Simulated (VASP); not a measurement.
# ZnS (Pmn2_1) in VASP: single point with r2SCAN

Aim: the single point of ZnS with r2SCAN.

Program: VASP 6.6.1. These are calculated values, not measurements. Logs are shortened: lines on timing, memory, paths and dates and some standing lists are left out, and cuts for length are marked.

## Step 1: The cell of the first run

Symmetry: Pmn2_1, No. 31, orthorhombic system. Conventional cell: a = 3.811 Å, b = 13.432 Å, c = 5.389 Å, α = 90.00°, β = 90.00°, γ = 90.00°. Zn (site symmetry m) has 4 S at 2.33 Å within 3.1 Å. Zn (site symmetry m) has 4 S at 2.33 Å within 3.1 Å. Zn (site symmetry m) has 3 S at 2.33 Å within 3.1 Å. S (site symmetry m) has 4 Zn at 2.33 Å within 3.1 Å. Within 3.1 Å of S (site symmetry m) lie 4 Zn at 2.33 Å. S (site symmetry m) has 3 Zn at 2.33 Å within 3.1 Å.

## Step 2: Single point, r2SCAN (the distance across one plane changed)

POSCAR reads:

```
ZnS
1.0
    5.3890263863      0.0000000000      0.0000000000
    0.0000000000      2.6945131931     -2.6945131931
    0.0000000000      9.4977531418      9.4977531418
Zn S
6 6
Direct
    0.0000000000      0.0000000000      0.2127608645
    0.5000000000      0.5000000000      0.3546108975
    0.0000000000      0.0000000000      0.4964609305
    0.5000000000      0.5000000000      0.6383109635
    0.0000000000      0.0000000000      0.7801609965
    0.5000000000      0.5000000000      0.0709108315
    0.7500000000      0.0000000000      0.3546108975
    0.2500000000      0.5000000000      0.4964609305
    0.7500000000      0.0000000000      0.6383109635
    0.2500000000      0.5000000000      0.7801609965
    0.7500000000      0.0000000000      0.0709108315
    0.2500000000      0.5000000000      0.2127608645
```

INCAR.step1 reads:

```
PREC = Accurate ; ENCUT = 520
ISMEAR = 0 ; SIGMA = 0.05
LREAL = False ; LASPH = True
NELM = 80 ; NBANDS = 66
GGA = PE ; ALGO = Normal
EDIFF = 1E-4 ; LWAVE = True
LCHARG = False
```

INCAR.step2 reads:

```
PREC = Accurate ; ENCUT = 520
EDIFF = 1E-6 ; ISMEAR = 0
SIGMA = 0.05 ; LREAL = False
LASPH = True ; NELM = 80
ALGO = Normal ; ISIF = 2
LWAVE = False ; LCHARG = True
METAGGA = R2SCAN ; LMIXTAU = True
LELF = True ; LVHAR = True
NBANDS = 66 ; ISTART = 1
```

KPOINTS reads:

```
Automatic mesh
0
Gamma
  4 6 2
```

Potentials or basis: VASP PAW PBE potentials, release 64 (Zn, S).

Launch:

```
$ cat potpaw_PBE.64/Zn/POTCAR potpaw_PBE.64/S/POTCAR > POTCAR
$ cp INCAR.step1 INCAR
$ mpirun -np 1 vasp_std > vasp.out
$ cp INCAR.step2 INCAR
$ mpirun -np 1 vasp_std > vasp.out
```

OUTCAR:

```text
PREC = Accurate
   ENCUT = 520
   EDIFF = 1E-6
   ISMEAR = 0
   LREAL = False
   LASPH = True
   NELM = 80
   ISIF = 2
   METAGGA = R2SCAN
   ISTART = 1

 ion  position               nearest neighbor table
   1  0.000  0.000  0.213-  12 2.33  12 2.33  11 2.33   7 2.33
   2  0.500  0.500  0.355-   7 2.33   7 2.33   8 2.33  12 2.33
   3  0.000  0.000  0.496-   8 2.33   8 2.33   9 2.33   7 2.33
   4  0.500  0.500  0.638-   9 2.33   9 2.33   8 2.33  10 2.33
   5  0.000  0.000  0.780-  10 2.33  10 2.33   9 2.33
   6  0.500  0.500  0.071-  11 2.33  11 2.33  12 2.33
   7  0.750  0.000  0.355-   2 2.33   2 2.33   3 2.33   1 2.33
   8  0.250  0.500  0.496-   3 2.33   3 2.33   4 2.33   2 2.33
   9  0.750  0.000  0.638-   4 2.33   4 2.33   3 2.33   5 2.33
  10  0.250  0.500  0.780-   5 2.33   5 2.33   4 2.33
  11  0.750  0.000  0.071-   6 2.33   6 2.33   1 2.33
  12  0.250  0.500  0.213-   1 2.33   1 2.33   6 2.33   2 2.33

  LATTYP: Found a simple orthorhombic cell.
 ALAT       =     3.8106171017
 B/A-ratio  =     1.4142135624
 C/A-ratio  =     3.5248493740

  Lattice vectors:

 A1 = (   0.0000000000,  -2.6945131931,   2.6945131931)
 A2 = (   5.3890263863,   0.0000000000,   0.0000000000)
 A3 = (   0.0000000000,   9.4977531418,   9.4977531418)

Analysis of symmetry for initial positions (statically):
=====================================================================
 Subroutine PRICEL returns:
 Original cell was already a primitive cell.

 Routine SETGRP: Setting up the symmetry group for a
 simple orthorhombic supercell.

 Subroutine GETGRP returns: Found  4 space group operations
 (whereof  2 operations were pure point group operations)
 out of a pool of  8 trial point group operations.

The static configuration has the point symmetry C_1h.
 The point group associated with its full space group is C_2v.

Analysis of symmetry for dynamics (positions and initial velocities):
=====================================================================
 Subroutine PRICEL returns:
 Original cell was already a primitive cell.

 Routine SETGRP: Setting up the symmetry group for a
 simple orthorhombic supercell.

 Subroutine GETGRP returns: Found  4 space group operations
 (whereof  2 operations were pure point group operations)
 out of a pool of  8 trial point group operations.

The dynamic configuration has the point symmetry C_1h.
 The point group associated with its full space group is C_2v.

 Subroutine INISYM returns: Found  4 space group operations
[... 127 lines left out ...]
   NELECT =     108.0000    total number of electrons
   NUPDOWN=      -1.0000    fix difference up-down
   EMIN   =  10.00;   EMAX   =-10.00  energy-range for DOS
   EFERMI =   0.00;   METHOD = LEGACY
   ISMEAR =     0;   SIGMA  =   0.05  broadening in eV -4-tet -1-fermi 0-gaus
   EFERMI_NEDOS =   21; number of points for ismear=-14 and -15
   IALGO  =     38    algorithm
   IMIX   =      4    mixing-type and parameters
     AMIX     =   0.40;   BMIX     =  1.00
     AMIX_MAG =   1.60;   BMIX_MAG =  1.00
  volume/ion in A,a.u.               =      22.99       155.12
  Fermi-wavevector in a.u.,A,eV,Ry     =   1.197666  2.263260 19.516237  1.434403
  Thomas-Fermi vector in A             =   2.333575
   LORBIT       =      0    0 simple, 1 ext, 2 COOP (PROOUT), +10 PAW based schemes
   METAGGA = R2SCAN    functional components
   LHFCALC =     F    Hartree Fock is set to
   AEXX    =    0.0000 exact exchange contribution
   IVDW    =     0    specifies the selected vdW correction
   LEPSILON=     F    determine dielectric tensor
   LRPA    =     F    only Hartree local field effects (RPA)
 non-spin polarized calculation
 Gauss-broadening in eV      SIGMA  =   0.05
  energy-cutoff  :      520.00
  volume of cell :      275.83
 maximum number of plane-waves:      7472
   NGX = 21   NGY = 15   NGZ = 49

 number of electron     108.0000028 magnetization

 Free energy of the ion-electron system (eV)
  ---------------------------------------------------
  ext. energy  EPLUGINS =         0.00000000
  ---------------------------------------------------
  free energy    TOTEN  =      -111.03282242 eV

  energy without entropy =     -111.03282242  energy(sigma->0) =     -111.03282242

 E-fermi :   0.9699     XC(G=0):  -9.3480

 val. band max:        0.7595917247   @ k =   0.0000   0.0000   0.0000
 cond. band min:       2.6788953967   @ k =   0.0000   0.0000   0.0000
 fundamental gap:      1.9193036721
 Fermi energy:         0.9698900966

 k-point     1 :       0.0000    0.0000    0.0000
  band No.  band energies     occupation
      1     -12.8579      2.00000
      2     -12.5049      2.00000
      3     -12.0515      2.00000
      4     -11.7482      2.00000
      5     -11.3193      2.00000
      6     -11.2953      2.00000
[... 1645 lines left out ...]
     65       7.6647      0.00000
     66       7.6649      0.00000

------------------------ aborting loop because EDIFF is reached ----------------------------------------

  FORCE on cell =-STRESS in cart. coord.  units (eV):
  Direction    XX          YY          ZZ          XY          YZ          ZX
  --------------------------------------------------------------------------------------
  -------------------------------------------------------------------------------------
  Total       -2.8932639     -2.5728774     -2.5728774      0.0000000      0.0033580      0.0000000
  in kB      -16.8057204    -14.9447334    -14.9447334      0.0000000      0.0195052      0.0000000
  external PRESSURE =     -15.5650624 kB  Pullay stress =       0.0000000 kB

 VOLUME and BASIS-vectors are now :
 -----------------------------------------------------------------------------
  energy-cutoff  :      520.00
  volume of cell :      275.83
      direct lattice vectors                 reciprocal lattice vectors
     5.389026386  0.000000000  0.000000000     0.185562276  0.000000000  0.000000000
     0.000000000  2.694513193 -2.694513193     0.000000000  0.185562276 -0.185562276
     0.000000000  9.497753142  9.497753142     0.000000000  0.052644030  0.052644030

 POSITION                                       TOTAL-FORCE (eV/Angst)
 -----------------------------------------------------------------------------------
      0.00000      2.02075      2.02075        -0.217222     -0.051697     -0.051697
      2.69451      4.71526      2.02075         0.087573      0.030155      0.030155
      0.00000      4.71526      4.71526         0.087573     -0.030155     -0.030155
      2.69451      7.40978      4.71526        -0.217222      0.051697      0.051697
      0.00000      7.40978      7.40978         1.125524     -0.666993     -0.666993
      2.69451      2.02075     -0.67376         1.125524      0.666993      0.666993
      4.04177      3.36801      3.36801        -0.019388      0.110926      0.110926
      1.34726      6.06252      3.36801        -0.019388     -0.110926     -0.110926
      4.04177      6.06252      6.06252        -0.323842      0.277711      0.277711
      1.34726      8.75703      6.06252        -0.652646      0.675963      0.675963
      4.04177      0.67349      0.67349        -0.652646     -0.675963     -0.675963
      1.34726      3.36801      0.67349        -0.323842     -0.277711     -0.277711
 -----------------------------------------------------------------------------------
    total drift:                               -0.034939     -0.002437     -0.002437

  FREE ENERGIE OF THE ION-ELECTRON SYSTEM (eV)
  ---------------------------------------------------
  free  energy   TOTEN  =      -111.0328224175 eV

  energy  without entropy=     -111.0328224175  energy(sigma->0) =     -111.03282242
```

OUTCAR.step1:

```text
PREC = Accurate
   ENCUT = 520
   ISMEAR = 0
   LREAL = False
   LASPH = True
[... 1916 lines left out ...]
      4.04177      6.06252      6.06252        -0.335357      0.266634      0.266634
      1.34726      8.75703      6.06252        -0.547758      0.733801      0.733801
      4.04177      0.67349      0.67349        -0.547758     -0.733801     -0.733801
      1.34726      3.36801      0.67349        -0.335357     -0.266634     -0.266634
 -----------------------------------------------------------------------------------
    total drift:                                0.002290      0.000077      0.000077

  FREE ENERGIE OF THE ION-ELECTRON SYSTEM (eV)
  ---------------------------------------------------
  free  energy   TOTEN  =       -39.2716420867 eV

  energy  without entropy=      -39.2716420867  energy(sigma->0) =      -39.27164209
```

OSZICAR.step1:

```text
N       E                     dE             d eps       ncg     rms          rms(c)
DAV:   1     0.930991474728E+03    0.93099E+03   -0.48398E+04  3168   0.187E+03
DAV:   2     0.108238462353E+03   -0.82275E+03   -0.79091E+03  3176   0.449E+02
DAV:   3    -0.334108496905E+02   -0.14165E+03   -0.13826E+03  3536   0.168E+02
DAV:   4    -0.423506576527E+02   -0.89398E+01   -0.88895E+01  3660   0.418E+01
DAV:   5    -0.425412133110E+02   -0.19056E+00   -0.19031E+00  3736   0.602E+00    0.168E+01
DAV:   6    -0.392138890661E+02    0.33273E+01   -0.63109E+00  4604   0.449E+01    0.129E+01
DAV:   7    -0.394261699265E+02   -0.21228E+00   -0.90418E+00  3654   0.101E+01    0.516E+00
DAV:   8    -0.392633329918E+02    0.16284E+00   -0.10204E+00  4036   0.112E+01    0.162E+00
DAV:   9    -0.392686940520E+02   -0.53611E-02   -0.15603E-01  3974   0.603E+00    0.633E-01
DAV:  10    -0.392698017419E+02   -0.11077E-02   -0.18329E-02  3744   0.214E+00    0.397E-01
DAV:  11    -0.392708152738E+02   -0.10135E-02   -0.52965E-03  3580   0.442E-01    0.280E-01
DAV:  12    -0.392717928348E+02   -0.97756E-03   -0.18787E-03  3676   0.642E-01    0.951E-02
DAV:  13    -0.392716332859E+02    0.15955E-03   -0.69724E-04  3832   0.382E-01    0.355E-02
DAV:  14    -0.392716420867E+02   -0.88009E-05   -0.13858E-04  1970   0.735E-02
   1 F= -.39271642E+02 E0= -.39271642E+02  d E =-.150399E-11
```

Run time: 22 min. Hardware: 1 thread of Oxide Virtual Turin-like, shared host; peak memory 0.53 GiB.

Results:

```yaml
Free_energy: -111.0328 eV
Pressure: -1.6 GPa
Largest_force: 1.469 eV/Å
Band_gap_on_the_k_mesh: 1.92 eV
```

Forces in eV/Å, atoms in the order of the input:
```
Zn  -0.217 -0.052 -0.052
Zn   0.088  0.030  0.030
Zn   0.088 -0.030 -0.030
Zn  -0.217  0.052  0.052
Zn   1.126 -0.667 -0.667
Zn   1.126  0.667  0.667
S   -0.019  0.111  0.111
S   -0.019 -0.111 -0.111
S   -0.324  0.278  0.278
S   -0.653  0.676  0.676
S   -0.653 -0.676 -0.676
S   -0.324 -0.278 -0.278
```

Caveat: the cell differs from its parent crystal (the distance across one plane changed); the PAW data sets were made with another functional, which shifts forces and pressure a little.
